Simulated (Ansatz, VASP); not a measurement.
# One calculation of Ge, two programs

```xyz
2
Lattice="0.0000 2.8289 2.8289 2.8289 0.0000 2.8289 2.8289 2.8289 0.0000" Properties=species:S:1:pos:R:3 pbc="T T T"
Ge    4.2434    4.2434    4.2434
Ge    2.8289    2.8289    2.8289
```

Alike in both runs: task single point; functional PBEsol; k mesh 6 × 6 × 6; occupations fermi-dirac, width 0.05 eV; no spin polarisation.

```csv
,VASP,Ansatz
version,VASP 6.6.1,Ansatz 0.2.0
potentials or method,"VASP PAW PBE potentials, release 64 (Ge_d), cutoff 520 eV",all-electron PAW datasets made for the crystal
```

Ansatz gave:

* gap on the k mesh at the Fermi level (eV): none
* pressure (GPa): 0.7

What did VASP give for the same quantities?

gap on the k mesh at the Fermi level (eV): none; pressure (GPa): 0.6.

VASP's potentials were made for PBE, not for PBEsol. A gap of «none» marks a metal or a gap that the smearing closes. Ansatz ran all-electron here, and VASP with PAW potentials.

Noted on Ansatz's run: the k mesh is thin for a metal, which can move the energy by tens of meV per atom.
